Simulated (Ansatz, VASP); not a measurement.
**One calculation of C, two programs**

```
C
1.0
     0.00000    1.78337    1.78337
     1.78337    0.00000    1.78337
     1.78337    1.78337    0.00000
C
2
Cartesian
  2.6751 2.6751 2.6751
  1.7834 1.7834 1.7834
```

Alike in both runs: functional PBE exchange alone; k mesh 13 × 13 × 13; occupations fermi-dirac, width 0.05 eV; no spin polarisation.

```csv
,VASP,Ansatz
version,VASP 6.6.1,Ansatz 0.2.0
potentials or method,"VASP PAW PBE potentials, release 64 (C)",Ansatz PAW
plane-wave cutoff (eV),520,420
valence electrons in the cell,8,8
task,single point,band structure
```

VASP gave:

* gap on the k mesh at the Fermi level (eV): 4.48
* least direct gap on the mesh (eV): 5.72

Q: Estimate Ansatz's values.

A: gap on the k mesh at the Fermi level (eV): 4.49; least direct gap on the mesh (eV): 5.72.

VASP's potentials were made for PBE, not for PBE exchange alone.

Noted on Ansatz's run: Pulay correction over one GPa.
